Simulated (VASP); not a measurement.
## CsH: single point with LDA

The system is CsH.

```
CELL_PARAMETERS angstrom
0.05978 3.18800 3.18800
3.18800 0.05978 3.18800
3.24777 3.24777 0.00000
ATOMIC_POSITIONS crystal
Cs 0.00000 0.00000 0.00000
H 0.50000 0.50000 0.50000
```

This cell differs from its parent crystal: strain +0.0375 x Voigt [0, 0, 0, 0, 0, 1].

```json
{
  "Program": "VASP 6.6.1",
  "Task": "single point",
  "Functional": "LDA",
  "Potentials or basis": "VASP PAW LDA potentials, release 64 (Cs_sv, H)",
  "Cutoff": "520 eV",
  "k mesh": "8 × 8 × 8",
  "Occupations": "gaussian, width 0.05 eV",
  "Spin": "no spin polarisation"
}
```

```
Pressure               : -1.2 GPa
Band gap on the k mesh : 1.91 eV (least direct gap 1.94 eV)
```

Stress tensor (GPa, compression positive):
```
-1.24 -0.21  0.00
-0.21 -1.24  0.00
 0.00  0.00 -1.24
```

Levels at points of the mesh, in eV from the valence-band top:
| k point | band 1 | band 2 | band 3 | band 4 | band 5 | band 6 | band 7 | band 8 | band 9 | band 10 |
| --- | --- | --- | --- | --- | --- | --- | --- | --- | --- | --- |
| (0.00, 0.00, 0.00) | -21.46 | -7.92 | -7.91 | -7.90 | -1.88 | 4.80 | 4.93 | 5.15 | 5.68 | 6.79 |
| (0.50, 0.00, 0.00) | -21.38 | -8.80 | -8.02 | -8.02 | 0.00 | 1.94 | 4.37 | 4.60 | 6.98 | 8.11 |
| (0.50, 0.50, 0.00) | -21.36 | -8.66 | -8.22 | -8.16 | -1.24 | 2.84 | 5.30 | 7.85 | 7.89 | 8.26 |
| (0.00, 0.00, 0.50) | -21.39 | -8.77 | -7.99 | -7.99 | -0.02 | 1.91 | 4.47 | 4.71 | 6.98 | 8.00 |
| (0.50, 0.00, 0.50) | -21.36 | -8.66 | -8.19 | -8.19 | -1.23 | 2.84 | 5.30 | 7.81 | 8.07 | 8.07 |

Run time: 99 s on 1 thread of Intel Xeon 8259CL (shared host), peak memory 0.22 GiB.

Caveat: the cell differs from its parent crystal (strain +0.0375 x Voigt [0, 0, 0, 0, 0, 1]); spin-orbit coupling is left out, which moves the levels of the heavy elements. A k mesh can miss the band edges.
